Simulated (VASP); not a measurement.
## Pb2S2Br: single point with BLYP

Crystal: Pb2S2Br.

```
CELL_PARAMETERS angstrom
0.00000 4.29647 0.00000
4.29647 0.00000 0.00000
2.14824 2.14824 -7.14247
ATOMIC_POSITIONS crystal
Pb 0.15000 0.15000 0.70000
Pb 0.85000 0.85000 0.30000
S 0.75000 0.25000 0.50000
S 0.25000 0.75000 0.50000
Br 0.50000 0.50000 0.00000
```

```
Program                : VASP 6.6.1
Task                   : single point
Functional             : BLYP
Potentials or basis    : VASP PAW PBE potentials, release 64 (Pb_d, S, Br)
Cutoff                 : 520 eV
k mesh                 : 5 × 5 × 5, shifted
Occupations            : methfessel-paxton, width 0.028 eV
Spin                   : no spin polarisation
Dipole correction      : no
Further INCAR settings : ALGO = Normal; EDIFF = 1e-07; NBANDS = 32; ISYM = 0
```

| Property | Result |
| --- | --- |
| Pressure | 17.6 GPa |
| Largest force | 3.769 eV/Å |
| Band gap on the k mesh | zero (an odd number of electrons rules out a gap without spin polarisation) |

Forces in eV/Å, atoms in the order of the input:
```
Pb   0.000  0.000 -3.769
Pb   0.000  0.000  3.769
S    0.000  0.000  0.000
S    0.000  0.000  0.000
Br   0.000  0.000  0.000
```

Stress tensor (GPa, compression positive):
```
19.78  0.00  0.00
 0.00 19.78  0.00
 0.00  0.00 13.36
```

Levels at points of the mesh, in eV from the Fermi level:
| k point | band 21 | band 22 | band 23 | band 24 | band 25 | band 26 | band 27 | band 28 |
| --- | --- | --- | --- | --- | --- | --- | --- | --- |
| (0.50, 0.50, 0.50) | -1.36 | -1.09 | 0.74 | 0.74 | 3.32 | 4.03 | 4.40 | 5.95 |
| (0.50, 0.50, 0.00) | -1.36 | -1.09 | 0.74 | 0.74 | 3.32 | 4.03 | 4.40 | 5.95 |

Wall time 3.2 min on 1 thread of Intel(R) Xeon(R) 6975P-C (Granite Rapids), with other jobs on the host, peak memory 0.58 GiB.

Caveat: the cell stands under pressure; the PAW data sets were made with another functional, which shifts forces and pressure a little; spin-orbit coupling is left out, which moves the levels of the heavy elements; an odd number of electrons without spin polarisation forces a metal; a magnetic or distorted state may lie lower.
